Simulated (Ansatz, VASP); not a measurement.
## One calculation of Ni, two programs

The input INCAR:

```
SYSTEM = Ni
PREC = Accurate ; ENCUT = 600
EDIFF = 1E-6 ; ISMEAR = -1
SIGMA = 0.05 ; LREAL = .False.
LASPH = .True. ; NELM = 150
ALGO = Fast ; ISIF = 3
LWAVE = .False. ; LCHARG = .False.
ISPIN = 2 ; MAGMOM = 1 1
LORBIT = 11 ; LMAXMIX = 4
GGA = RP ; IBRION = 2
NSW = 60 ; EDIFFG = -0.01
```

KPOINTS

```
regular mesh
0
Gamma
  12 12 7
  0 0 0
```

Contents of POSCAR:

```
Ni
1.0
    2.4480228978      0.0000000000      0.0000000000
   -1.2240114489      2.1200500186      0.0000000000
    0.0000000000      0.0000000000      4.0728075700
Ni
2
Direct
    0.6666666667      0.3333333333      0.7500000000
    0.3333333333      0.6666666667      0.2500000000
```

input.yaml

```yaml
crystal:
  lattice:
    - [2.4480228978, 0.0, 0.0]
    - [-1.2240114489, 2.1200500186, 0.0]
    - [0.0, 0.0, 4.07280757]
  atoms:
    - { symbol: Ni, position: [0.6666666667, 0.3333333333, 0.75], spin: 1.0 }
    - { symbol: Ni, position: [0.3333333333, 0.6666666667, 0.25], spin: 1.0 }
hamiltonian:
  xc: rpbe
  pseudopotentials: { kind: paw }
magnetization:
  spin_polarized: true
kpoints:
  mp_grid: { grid: [12, 12, 7] }
scf:
  occupations: { method: fermi_dirac, width: 0.05 }
output:
  forces: true
  stress: true
  eigenvalues: true
relax:
  f_tol: 0.01
  max_steps: 40
  cell: { stress_tol: 0.05 }
```

Alike in both runs: task relaxation of cell and atoms; functional RPBE; k mesh 12 × 12 × 7; occupations fermi-dirac, width 0.05 eV; collinear spin.

```csv
,VASP,Ansatz
version,VASP 6.6.1,Ansatz 0.2.0
potentials or method,"VASP PAW PBE potentials, release 64 (Ni)",Ansatz PAW
plane-wave cutoff (eV),600,420
valence electrons in the cell,20,36
```

|  | VASP | Ansatz | Ansatz less VASP |
| --- | --- | --- | --- |
| gap on the k mesh at the Fermi level, each at its own relaxed structure (eV) | none | none | - |
| net moment per atom (μB) | 0.67 | 0.68 | +0.013 |
| size of the moment on the site where the two differ most (μB) | 0.68 | 0.72 | +0.040 |
| relaxed volume (Å³/atom) | 11.26 | 11.26 | +0.002 |
| relaxed length of the cell vector where the two differ most in proportion (Å) | 4.115 | 4.116 | +0.0017 |

VASP's potentials were made for PBE, not for RPBE. Site moments also hang on the region over which each program counts them. A gap of «none» marks a metal or a gap that the smearing closes. VASP's potentials hold 20 valence electrons a cell and Ansatz's 36, so a difference there can come from the potentials and not from the codes.

Noted on Ansatz's run: the plane-wave basis is chosen anew once the cell has moved, so the energies of steps on either side of that aren't comparable.
